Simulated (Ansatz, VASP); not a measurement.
## Two plane-wave programs on BiTe

POSCAR

```
BiTe
1.0
    0.0500388851      3.5470900487      3.5534238455
    3.5988742890     -0.0091414181      3.6126041488
    3.5948030833      3.6021991463     -0.0050702125
Bi Te
1 1
Direct
    0.0317676549     -0.0044989518      0.0215864077
    0.2182323451      0.2544989518      0.2284135923
```

File INCAR.step1:

```
SYSTEM = BiTe
ALGO = Normal ; EDIFF = 1E-4
ENCUT = 520 ; GGA = PE
ISMEAR = 0 ; LASPH = .True.
LCHARG = .False. ; LREAL = .False.
LWAVE = .True. ; NBANDS = 18
NELM = 60 ; PREC = Accurate
SIGMA = 0.05
```

Contents of INCAR.step2:

```
SYSTEM = BiTe
ALGO = Normal ; EDIFF = 1E-7
ENCUT = 520 ; ISIF = 2
ISMEAR = 0 ; ISTART = 1
LASPH = .True. ; LCHARG = .False.
LMIXTAU = .True. ; LREAL = .False.
LWAVE = .False. ; METAGGA = R2SCAN
NBANDS = 18 ; NELM = 60
PREC = Accurate ; SIGMA = 0.05
```

The input KPOINTS:

```
k-points
0
Gamma
  8 8 8
  0 0 0
```

Input for Ansatz:

```yaml
crystal:
  lattice:
    - [0.0500388851, 3.5470900487, 3.5534238455]
    - [3.598874289, -0.0091414181, 3.6126041488]
    - [3.5948030833, 3.6021991463, -0.0050702125]
  atoms:
    - { symbol: Bi, position: [0.0317676549, -0.0044989518, 0.0215864077] }
    - { symbol: Te, position: [0.2182323451, 0.2544989518, 0.2284135923] }
basis:
  ecutwfc: 500
  ecutrho_ratio: 4
kpoints:
  mp_grid: { grid: [8, 8, 8] }
hamiltonian:
  xc: r2scan
scf:
  occupations: { method: gaussian, width: 0.05 }
output:
  forces: true
  stress: true
  eigenvalues: true
```

Change from the starting cell: all atoms moved at random (sigma 0.15 Å), cell strained at random (1 %).

Alike in both runs: task single point; functional r2SCAN; k mesh 8 × 8 × 8; occupations gaussian, width 0.05 eV; no spin polarisation.

|  | VASP | Ansatz |
| --- | --- | --- |
| version | VASP 6.6.1 | Ansatz 0.2.0 |
| potentials or method | VASP PAW PBE potentials, release 64 (Bi_d, Te), cutoff 520 eV | scalar-relativistic, plane waves, PAW |
| valence electrons in the cell | 21 | 31 |

```tsv
	VASP	Ansatz	Ansatz less VASP
gap on the k mesh at the Fermi level (eV)	none	none	-
pressure (GPa)	1.9	2.0	+0.03
traceless stress, the component that is largest in VASP (GPa)	2.62	2.61	-0.014
rms of the force components (eV/Å)	0.683	0.681	-0.0019
```

VASP's potentials were made for PBE, not for r2SCAN. Atom by atom the forces differ by 0.002 eV/Å (rms over components). A gap of «none» marks a metal or a gap that the smearing closes. With one functional, cell and mesh, what is left measures potentials, basis and numerics. VASP's potentials hold 21 valence electrons a cell and Ansatz's 31, so a difference there can come from the potentials and not from the codes.

Spin-orbit coupling is off throughout.
